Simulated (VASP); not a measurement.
The system is CuI.

```xyz
2
Lattice="0.0000 3.0390 3.0390 3.0390 0.0000 3.0390 3.0390 3.0390 0.0000" Properties=species:S:1:pos:R:3 pbc="T T T"
Cu    1.5195    1.5195    1.5195
I     0.0000    0.0000    0.0000
```

- Program: VASP 6.6.1
- Task: relaxation of cell and atoms
- Functional: PBEsol
- Potentials or basis: VASP PAW PBE potentials, release 64 (Cu, I)
- Cutoff: 600 eV
- k mesh: 8 × 8 × 8
- Occupations: gaussian, width 0.02 eV
- Spin: no spin polarisation

At the start: pressure -2.7 GPa; volume 28.07 Å³/atom.

**Question.** Where does the relaxation end?

**Answer.** Over 3 steps the energy falls by 16.7 meV/atom and the volume is 26.27 Å³/atom (-6.4 %); space group F-43m (No. 216, to 0.05 Å).

The path:
```csv
step,energy change (eV),largest force (eV/Å),pressure (GPa),volume (Å³)
1,0.0000,0.0000,-2.73,56.13
2,-0.0333,0.0000,0.19,52.34
3,-0.0334,0.0000,-0.01,52.53
```

Final structure:
```cif
data_structure
_symmetry_space_group_name_H-M 'P 1'
_symmetry_Int_Tables_number 1
_cell_length_a 4.2038
_cell_length_b 4.2038
_cell_length_c 4.2038
_cell_angle_alpha 60.000
_cell_angle_beta 60.000
_cell_angle_gamma 60.000
_cell_volume 52.53
loop_
_atom_site_label
_atom_site_type_symbol
_atom_site_fract_x
_atom_site_fract_y
_atom_site_fract_z
_atom_site_occupancy
Cu1 Cu 0.25000 0.25000 0.25000 1
I1 I 0.00000 0.00000 0.00000 1
```

Caveat: the PAW data sets were made with another functional, which shifts forces and pressure a little.
